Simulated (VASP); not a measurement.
Set up this calculation in VASP 6.6.1, as the native input.

```
Task                   : single point
Functional             : LDA
Potentials or basis    : VASP PAW LDA potentials, release 64 (Sn_d, Te)
Cutoff                 : 520 eV
k mesh                 : 6 × 6 × 6
Occupations            : gaussian, width 0.05 eV
Spin                   : no spin polarisation
Dipole correction      : no
Further INCAR settings : ALGO = Normal; EDIFF = 1e-06; NBANDS = 17
```

The structure of SnTe lies in POSCAR:

```
SnTe
1.0
    0.0000000000      3.1162097833      3.1162097833
    3.1162097833      0.0000000000      3.1162097833
    3.1162097833      3.1162097833      0.0000000000
Sn Te
1 1
Direct
    0.5000000000      0.5000000000      0.5000000000
    0.0000000000      0.0000000000      0.0000000000
```

These files were run (other wordings do the same):

INCAR

```
SYSTEM = SnTe
PREC = Accurate
ENCUT = 520
EDIFF = 1E-6
ISMEAR = 0
SIGMA = 0.05
LREAL = .False.
LASPH = .True.
NELM = 100
ALGO = Normal
ISIF = 2
LWAVE = .False.
LCHARG = .False.
GGA = CA
NBANDS = 17
```

KPOINTS

```
Automatic mesh
0
Gamma
  6 6 6
  0 0 0
```

Potentials or basis: VASP PAW LDA potentials, release 64 (Sn_d, Te).

Launch:

```bash
$ cat potpaw_LDA.64/Sn_d/POTCAR potpaw_LDA.64/Te/POTCAR > POTCAR
$ mpirun -np 1 vasp_std > vasp.out
```

It gave:

```json
{
  "Pressure": "0.1 GPa",
  "Band gap on the k mesh": "0.21 eV, direct"
}
```

Caveat: spin-orbit coupling is left out, which moves the levels of the heavy elements.

Wall time 19 s on 1 thread of AMD EPYC 9R45 (Zen 5), on a shared host, peak memory 0.14 GiB.
